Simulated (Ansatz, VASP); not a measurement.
## Two plane-wave programs on MoS2

```
Mo S
1.0
     3.16158    0.00000    0.00000
    -1.58079    2.73801    0.00000
     0.00000    0.00000    6.18361
Mo S
1 2
Direct
  0.00000 0.00000 0.50000
  0.66667 0.33333 0.74468
  0.33333 0.66667 0.25532
```

Alike in both runs: task single point; functional r2SCAN; dispersion D3(BJ); k mesh 9 × 9 × 4; occupations fermi-dirac, width 0.05 eV; no spin polarisation.

```csv
,VASP,Ansatz
version,VASP 6.6.1,Ansatz 0.2.0
potentials or method,"VASP PAW PBE potentials, release 64 (Mo_sv, S)",Ansatz PAW
plane-wave cutoff (eV),520,500
valence electrons in the cell,26,26
```

```csv
,VASP,Ansatz,Ansatz less VASP
gap on the k mesh at the Fermi level (eV),none,none,-
pressure (GPa),7.8,7.8,-0.05
"traceless stress, the component that is largest in VASP (GPa)",1.07,1.09,+0.013
rms of the force components (eV/Å),0.559,0.556,-0.0026
```

VASP's potentials were made for PBE, not for r2SCAN. Atom by atom the forces differ by 0.003 eV/Å (rms over components). A gap of «none» marks a metal or a gap that the smearing closes.
